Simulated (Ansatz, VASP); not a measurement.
## AlNi3 in VASP and in Ansatz

The input INCAR:

```
SYSTEM = AlNi3
PREC     = Accurate       ! precision mode
ENCUT    = 520            ! plane-wave cutoff, eV
EDIFF    = 1E-7           ! SCF threshold, eV
ISMEAR   = 0              ! smearing method
SIGMA    = 0.1            ! smearing width, eV
LREAL    = .FALSE.        ! projectors in reciprocal space
LASPH    = .TRUE.         ! aspherical terms in the spheres
NELM     = 150            ! most SCF steps
ALGO     = Normal         ! electronic algorithm
ISIF     = 2              ! what is computed and relaxed
LWAVE    = .FALSE.        ! write WAVECAR
LCHARG   = .FALSE.        ! write CHGCAR
ISPIN    = 2              ! spin polarisation
MAGMOM   = 0 0.28 0.28 0.28 ! initial moments
LORBIT   = 11             ! projections on sites
LMAXMIX  = 4              ! l up to which the mixer works
GGA      = PS             ! functional
NBANDS   = 28             ! bands
```

Contents of KPOINTS:

```
Automatic mesh
0
G
  14 14 14
  0 0 0
```

File POSCAR:

```
AlNi3
1.0
    3.5190923090      0.0000000000      0.0000000000
    0.0000000000      3.5190923090      0.0000000000
    0.0000000000      0.0000000000      3.5190923090
Al Ni
1 3
Direct
    0.0000000000      0.0000000000      0.0000000000
    0.0000000000      0.5000000000      0.5000000000
    0.5000000000      0.0000000000      0.5000000000
    0.5000000000      0.5000000000      0.0000000000
```

Input for Ansatz:

```yaml
crystal:
  lattice:
    - [3.519092309, 0.0, 0.0]
    - [0.0, 3.519092309, 0.0]
    - [0.0, 0.0, 3.519092309]
  atoms:
    - { symbol: Al, position: [0.0, 0.0, 0.0] }
    - { symbol: Ni, position: [0.0, 0.5, 0.5], spin: 0.28 }
    - { symbol: Ni, position: [0.5, 0.0, 0.5], spin: 0.28 }
    - { symbol: Ni, position: [0.5, 0.5, 0.0], spin: 0.28 }
basis:
  ecutwfc: 420
kpoints:
  mp_grid: { grid: [14, 14, 14] }
hamiltonian:
  xc: pbesol
scf:
  occupations: { method: gaussian, width: 0.1 }
output:
  forces: true
  stress: true
  eigenvalues: true
  populations: true
magnetization:
  spin_polarized: true
```

Alike in both runs: task single point; functional PBEsol; k mesh 14 × 14 × 14; occupations gaussian, width 0.1 eV; collinear spin.

|  | VASP | Ansatz |
| --- | --- | --- |
| version | VASP 6.6.1 | Ansatz 0.2.0 |
| potentials or method | VASP PAW PBE potentials, release 64 (Al, Ni), cutoff 520 eV | scalar-relativistic, plane waves, PAW |
| valence electrons in the cell | 33 | 57 |

|  | VASP | Ansatz | Ansatz less VASP |
| --- | --- | --- | --- |
| gap on the k mesh at the Fermi level (eV) | none | none | - |
| pressure (GPa) | 0.1 | 0.0 | -0.10 |
| net moment per atom (μB) | 0.17 | 0.17 | +0.007 |
| size of the moment on the site where the two differ most (μB) | 0.23 | 0.26 | +0.020 |

VASP's potentials were made for PBE, not for PBEsol. Site moments also hang on the region over which each program counts them. A gap of «none» marks a metal or a gap that the smearing closes. The functional is the same, so the differences come from potentials, cutoffs and numerics. VASP's potentials hold 33 valence electrons a cell and Ansatz's 57, so a difference there can come from the potentials and not from the codes.
